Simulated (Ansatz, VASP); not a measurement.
Si2Mo in VASP and in Ansatz

```
CELL_PARAMETERS angstrom
4.57444 0.00000 0.00000
-2.28722 3.96158 0.00000
0.00000 0.00000 6.56656
ATOMIC_POSITIONS crystal
Si 0.16417 0.83583 0.83333
Si 0.32834 0.16417 0.16667
Si 0.83583 0.67166 0.50000
Si 0.83583 0.16417 0.83333
Si 0.67166 0.83583 0.16667
Si 0.16417 0.32834 0.50000
Mo 0.50000 0.00000 0.50000
Mo 0.00000 0.50000 0.16667
Mo 0.50000 0.50000 0.83333
```

Alike in both runs: functional PBEsol; k mesh 12 × 12 × 6; occupations gaussian, width 0.1 eV; no spin polarisation.

Ansatz relaxed the structure, and its values are those at the end. VASP's run is a single point on that final structure, the one shown.

|  | VASP | Ansatz |
| --- | --- | --- |
| version | VASP 6.6.1 | Ansatz 0.2.0 |
| potentials or method | VASP PAW PBE potentials, release 64 (Si, Mo_sv), cutoff 520 eV | scalar-relativistic, plane waves, PAW |
| valence electrons in the cell | 66 | 66 |

```tsv
	VASP	Ansatz	Ansatz less VASP
gap on the k mesh at the Fermi level (eV)	0.03	0.04	+0.003
least direct gap on the mesh (eV)	0.53	0.54	+0.001
pressure (GPa)	0.4	0.0	-0.39
```

VASP's potentials were made for PBE, not for PBEsol.
